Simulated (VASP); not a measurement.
**C: single point with PBEsol**

C:

```xyz
4
Lattice="1.2270 -2.0143 0.0000 1.2270 2.0143 0.0000 0.0000 0.0000 6.9800" Properties=species:S:1:pos:R:3 pbc="T T T"
C     1.2270    1.6786    5.2339
C     1.2270   -0.3357    1.7461
C     1.2270   -1.6786    1.7461
C     1.2270    0.3357    5.2339
```

```
Program                : VASP 6.6.1
Task                   : single point
Functional             : PBEsol
Potentials or basis    : VASP PAW PBE potentials, release 64 (C)
Cutoff                 : 520 eV
k mesh                 : 21 × 21 × 6
Occupations            : gaussian, width 0.15 eV
Spin                   : no spin polarisation
Dipole correction      : no
Further INCAR settings : ALGO = Normal; EDIFF = 1e-06; NBANDS = 16
```

| Property | Result |
| --- | --- |
| Pressure | 28.0 GPa |
| Largest force | 1.215 eV/Å |

Forces on the atoms (eV/Å):
```
C    0.000  1.215  0.000
C    0.000  1.215  0.000
C    0.000 -1.215  0.000
C    0.000 -1.215  0.000
```

Stress tensor (GPa, compression positive):
```
14.22  0.00  0.00
 0.00 69.22  0.00
 0.00  0.00  0.45
```

Levels at points of the mesh, in eV from the Fermi level:
```tsv
k point	band 5	band 6	band 7	band 8	band 9	band 10	band 11	band 12
(0.00, 0.00, 0.00)	-2.96	-2.93	-2.77	-2.76	3.47	8.34	8.41	9.18
(0.00, 0.00, 0.50)	-2.94	-2.94	-2.76	-2.76	5.81	5.82	8.37	8.38
```

Run time: 4.4 min on 1 thread of AMD EPYC 7R13, on a shared host, peak memory 0.26 GiB.

Caveat: the PAW data sets were made with another functional, which shifts forces and pressure a little; this functional lacks dispersion, which binds the layers, so the pressure and a relaxed spacing across them are unreliable.
